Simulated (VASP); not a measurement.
# Be (P6_3/mmc) in VASP: notebook

Runs on Be. Level: r2SCAN. Tasks: single point, relaxation of cell and atoms.

All numbers are computed with VASP 6.6.1; they aren't measurements. Logs are shortened: lines on timing, memory, paths and dates and some standing lists are left out, and cuts for length are marked.

**1. The cell of the first run**

The structure is hexagonal, space group P6_3/mmc (No. 194). Conventional cell: a = 2.261 Å, b = 2.261 Å, c = 3.569 Å, α = 90.00°, β = 90.00°, γ = 120.00°. Within 2.9 Å of Be (site symmetry -6m2) lie 12 Be at 2.21 to 2.26 Å.

**2. Single point, r2SCAN**

POSCAR reads:

```
Be
1.0
    2.2606875545      0.0000000000      0.0000000000
   -1.1303437773      1.9578128523      0.0000000000
    0.0000000000      0.0000000000      3.5688333915
Be
2
Direct
    0.3333333333      0.6666666667      0.2500000000
    0.6666666667      0.3333333333      0.7500000000
```

INCAR.step1 reads:

```
SYSTEM = Be
  PREC = Accurate
  ENCUT = 660
  ISMEAR = -1
  SIGMA = 0.05
  LREAL = .FALSE.
  LASPH = .TRUE.
  NELM = 120
  NBANDS = 9
  GGA = PE
  ALGO = Normal
  EDIFF = 1E-5
  LWAVE = .TRUE.
  LCHARG = .FALSE.
  GGA_COMPAT = .FALSE.
```

INCAR.step2 reads:

```
SYSTEM = Be
  PREC = Accurate
  ENCUT = 660
  EDIFF = 1E-6
  ISMEAR = -1
  SIGMA = 0.05
  LREAL = .FALSE.
  LASPH = .TRUE.
  NELM = 120
  ALGO = Normal
  ISIF = 2
  LWAVE = .FALSE.
  LCHARG = .FALSE.
  METAGGA = R2SCAN
  LMIXTAU = .TRUE.
  NBANDS = 9
  ISTART = 1
  GGA_COMPAT = .FALSE.
```

KPOINTS reads:

```
regular mesh
0
G
  19 19 11
  0 0 0
```

Potentials or basis: VASP PAW PBE potentials, release 64 (Be).

Command:

```console
$ cat potpaw_PBE.64/Be/POTCAR > POTCAR
$ cp INCAR.step1 INCAR
$ mpirun -np 1 vasp_std > vasp.out
$ cp INCAR.step2 INCAR
$ mpirun -np 1 vasp_std > vasp.out
```

OUTCAR:

```text
SYSTEM = Be
   PREC = Accurate
   ENCUT = 660
   EDIFF = 1E-6
   ISMEAR = -1
   LREAL = .FALSE.
   LASPH = .TRUE.
   NELM = 120
   ISIF = 2
   METAGGA = R2SCAN
   ISTART = 1

 ion  position               nearest neighbor table
   1  0.333  0.667  0.250-   2 2.21   2 2.21   2 2.21   2 2.21   2 2.21   2 2.21
   2  0.667  0.333  0.750-   1 2.21   1 2.21   1 2.21   1 2.21   1 2.21   1 2.21

  LATTYP: Found a hexagonal cell.
 ALAT       =     2.2606875545
 C/A-ratio  =     1.5786495504

  Lattice vectors:

 A1 = (   2.2606875545,   0.0000000000,   0.0000000000)
 A2 = (  -1.1303437773,   1.9578128523,   0.0000000000)
 A3 = (   0.0000000000,   0.0000000000,   3.5688333915)

Analysis of symmetry for initial positions (statically):
=====================================================================
 Subroutine PRICEL returns:
 Original cell was already a primitive cell.

 Routine SETGRP: Setting up the symmetry group for a
 hexagonal supercell.

 Subroutine GETGRP returns: Found 24 space group operations
 (whereof 12 operations were pure point group operations)
 out of a pool of 24 trial point group operations.

The static configuration has the point symmetry D_3d.
 The point group associated with its full space group is D_6h.

Analysis of symmetry for dynamics (positions and initial velocities):
=====================================================================
 Subroutine PRICEL returns:
 Original cell was already a primitive cell.

 Routine SETGRP: Setting up the symmetry group for a
 hexagonal supercell.

 Subroutine GETGRP returns: Found 24 space group operations
 (whereof 12 operations were pure point group operations)
 out of a pool of 24 trial point group operations.

The dynamic configuration has the point symmetry D_3d.
 The point group associated with its full space group is D_6h.

 Subroutine INISYM returns: Found 24 space group operations
 (whereof 12 operations are pure point group operations),
 and found     1 'primitive' translations

----------------------------------------------------------------------------------------

                                     Primitive cell

  volume of cell :      15.7957

  direct lattice vectors                    reciprocal lattice vectors
     2.260687555  0.000000000  0.000000000     0.442343303  0.255387025  0.000000000
    -1.130343777  1.957812852  0.000000000     0.000000000  0.510774050  0.000000000
     0.000000000  0.000000000  3.568833392     0.000000000  0.000000000  0.280203610
[... 83 lines left out ...]
   NELM   =    120;   NELMIN=  2; NELMDL=  0     # of ELM steps
   EDIFF  = 0.1E-05   stopping-criterion for ELM
   LREAL  =      F    real-space projection
   EDIFFG = 0.1E-04   stopping-criterion for IOM
   NSW    =      0    number of steps for IOM
   IBRION =     -1    ionic relax: 0-MD 1-quasi-New 2-CG
   NFREE  =      0    steps in history (QN), initial steepest desc. (CG)
   ISIF   =      2    stress and relaxation
   ISYM   =      2    0-nonsym 1-usesym 2-fastsym
   POTIM  = 0.5000    time-step for ionic-motion
   TEBEG  =    0.0;   TEEND  =   0.0 temperature during run
   PSTRESS=    0.0 pullay stress
   NELECT =       4.0000    total number of electrons
   NUPDOWN=      -1.0000    fix difference up-down
   EMIN   =  10.00;   EMAX   =-10.00  energy-range for DOS
   EFERMI =   0.00;   METHOD = LEGACY
   ISMEAR =    -1;   SIGMA  =   0.05  broadening in eV -4-tet -1-fermi 0-gaus
   EFERMI_NEDOS =   21; number of points for ismear=-14 and -15
   IALGO  =     38    algorithm
   IMIX   =      4    mixing-type and parameters
     AMIX     =   0.40;   BMIX     =  1.00
     AMIX_MAG =   1.60;   BMIX_MAG =  1.00
  volume/ion in A,a.u.               =       7.90        53.30
  Fermi-wavevector in a.u.,A,eV,Ry     =   1.035735  1.957256 14.595621  1.072748
  Thomas-Fermi vector in A             =   2.170093
   LORBIT       =      0    0 simple, 1 ext, 2 COOP (PROOUT), +10 PAW based schemes
   METAGGA = R2SCAN    functional components
   LHFCALC =     F    Hartree Fock is set to
   AEXX    =    0.0000 exact exchange contribution
   IVDW    =     0    specifies the selected vdW correction
   LEPSILON=     F    determine dielectric tensor
   LRPA    =     F    only Hartree local field effects (RPA)
 non-spin polarized calculation
  energy-cutoff  :      660.00
  volume of cell :       15.80
 maximum number of plane-waves:       633
 NGX is ok and might be reduce to    20
   NGX =  9   NGY =  9   NGZ = 15

 number of electron       4.0000000 magnetization

 Free energy of the ion-electron system (eV)
  ---------------------------------------------------
  ext. energy  EPLUGINS =         0.00000000
  ---------------------------------------------------
  free energy    TOTEN  =        -8.68641323 eV

  energy without entropy =       -8.68577006  energy(sigma->0) =       -8.68609164

 E-fermi :   7.2212     XC(G=0): -11.2650

 val. band max:        7.1534191579   @ k =   0.3158   0.1053   0.0000
 cond. band min:       7.3439637820   @ k =   0.3158   0.3158   0.4545
 fundamental gap:      0.1905446242
 Fermi energy:         7.2211944766

 k-point     1 :       0.0000    0.0000    0.0000
  band No.  band energies     occupation
      1      -5.1099      2.00000
      2       2.3545      2.00000
      3       8.1556      0.00000
      4      24.5409      0.00000
      5      24.5409      0.00000
      6      27.5616      0.00000
      7      27.5616      0.00000
      8      29.7770      0.00000
      9      35.6606      0.00000
[... 265 lines left out ...]
 k-point    24 :       0.3158    0.1053    0.0000
  band No.  band energies     occupation
      1      -0.6363      2.00000
      2       7.1534      1.59006
      3       8.0530      0.00000
      4      12.8886      0.00000
      5      16.0210      0.00000
      6      18.6738      0.00000
      7      21.8205      0.00000
      8      25.2882      0.00000
      9      27.9972      0.00000

 [... further k-points ...]
[... 5 lines left out ...]
  --------------------------------------------------------------------------------------
  -------------------------------------------------------------------------------------
  Total        0.0253179      0.0253179      0.0285531     -0.0000000      0.0000000     -0.0000000
  in kB        2.5680264      2.5680264      2.8961776     -0.0000000      0.0000000     -0.0000000
  external PRESSURE =       2.6774102 kB  Pullay stress =       0.0000000 kB

 VOLUME and BASIS-vectors are now :
 -----------------------------------------------------------------------------
  energy-cutoff  :      660.00
  volume of cell :       15.80
      direct lattice vectors                 reciprocal lattice vectors
     2.260687555  0.000000000  0.000000000     0.442343303  0.255387025  0.000000000
    -1.130343777  1.957812852  0.000000000     0.000000000  0.510774050  0.000000000
     0.000000000  0.000000000  3.568833392     0.000000000  0.000000000  0.280203610

 POSITION                                       TOTAL-FORCE (eV/Angst)
 -----------------------------------------------------------------------------------
     -0.00000      1.30521      0.89221        -0.000000      0.000000      0.000000
      1.13034      0.65260      2.67663         0.000000     -0.000000      0.000000
 -----------------------------------------------------------------------------------
    total drift:                                0.000000     -0.000000      0.000000

  FREE ENERGIE OF THE ION-ELECTRON SYSTEM (eV)
  ---------------------------------------------------
  free  energy   TOTEN  =        -8.6864132262 eV

  energy  without entropy=       -8.6857700611  energy(sigma->0) =       -8.68609164
```

Wall time 1.7 min (1 thread of Oxide Virtual Turin-like, shared host); peak memory 0.12 GiB.

Results:

```yaml
Free_energy: -8.6864 eV
Pressure: 0.3 GPa
Band_gap_on_the_k_mesh: zero (bands 2 and 3 overlap by 1.58 eV)
```

Levels at points of the mesh, in eV from the Fermi level:
```
           k point  band 1  band 2  band 3  band 4  band 5  band 6  band 7
(0.00, 0.00, 0.00)  -12.33   -4.87    0.93   17.32   17.32   20.34   20.34
```

Caveat: the PAW data sets were made with another functional, which shifts forces and pressure a little.

**3. Relaxation of cell and atoms, r2SCAN**

This run uses another cell than the first one, of 8.11 Å³/atom.

POSCAR reads:

```
Be
1.0
    2.2866000000      0.0000000000      0.0000000000
   -1.1433000000      1.9802536883      0.0000000000
    0.0000000000      0.0000000000      3.5833000000
Be
2
Direct
    0.3333333333      0.6666666667      0.2500000000
    0.6666666667      0.3333333333      0.7500000000
```

INCAR.step1 reads:

```
  PREC = Accurate
  ENCUT = 660
  ISMEAR = -1
  SIGMA = 0.05
  LREAL = F
  LASPH = T
  NELM = 120
  GGA = PE
  ALGO = Normal
  EDIFF = 1E-5
  LWAVE = T
  LCHARG = F
  GGA_COMPAT = F
  IBRION = 2
  ISIF = 3
  EDIFFG = -0.005
  NELMIN = 4
  NSW = 100
```

INCAR.step2 reads:

```
  PREC = Accurate
  ENCUT = 660
  EDIFF = 1E-7
  ISMEAR = -1
  SIGMA = 0.05
  LREAL = F
  LASPH = T
  NELM = 120
  ALGO = Normal
  ISIF = 3
  LWAVE = F
  LCHARG = F
  METAGGA = R2SCAN
  LMIXTAU = T
  IBRION = 2
  NSW = 80
  EDIFFG = -0.01
  ISTART = 1
  GGA_COMPAT = F
  NELMIN = 4
```

KPOINTS reads:

```
regular mesh
0
Gamma
  19 19 11
```

Potentials or basis: VASP PAW PBE potentials, release 64 (Be).

Command:

```console
$ cat potpaw_PBE.64/Be/POTCAR > POTCAR
$ cp INCAR.step1 INCAR
$ mpirun -np 1 vasp_std > vasp.out
$ cp INCAR.step2 INCAR
$ mpirun -np 1 vasp_std > vasp.out
```

Run time: 3.7 min. Hardware: 1 thread of Oxide Virtual Turin-like, shared host; peak memory 0.12 GiB.

It converged, with:

```yaml
Free_energy: -8.6865 eV
Relaxed_volume: 7.91 Å³/atom
Relaxed_cell: a = 2.263 Å, b = 2.263 Å, c = 3.570 Å, α = 90.00°, β = 90.00°, γ = 120.00°
Space_group_after_relaxing_to_0.1_Å: P6_3/mmc (No. 194)
Energy_gained_by_relaxing: 2.1 meV/atom
Ionic_steps: 3
Pressure_after_relaxing: 0.0 GPa
Band_gap_on_the_k_mesh: zero (bands 2 and 3 overlap by 1.58 eV)
```

Stress tensor (GPa, compression positive):
```
-0.05  0.00  0.00
 0.00 -0.05  0.00
 0.00  0.00  0.10
```

Step by step:
```
step  energy change (eV)  largest force (eV/Å)  pressure (GPa)  volume (Å³)
   1              0.0000                0.0000           -2.88        16.23
   2             -0.0042                0.0000           -0.42        15.88
   3             -0.0043                0.0000            0.00        15.83
```

Final structure:
```
Be
1.0
     2.26260    0.00000    0.00000
    -1.13130    1.95947    0.00000
     0.00000    0.00000    3.57049
Be
2
Direct
  0.33333 0.66667 0.25000
  0.66667 0.33333 0.75000
```

Levels at points of the mesh, in eV from the Fermi level:
```csv
k point,band 1,band 2,band 3,band 4,band 5,band 6
"(0.00, 0.00, 0.00)",-12.32,-4.86,0.93,17.28,17.28,20.30
```

Caveat: the PAW data sets were made with another functional, which shifts forces and pressure a little.

The gap in the log of VASP goes by the Fermi energy; the results here count the filled bands.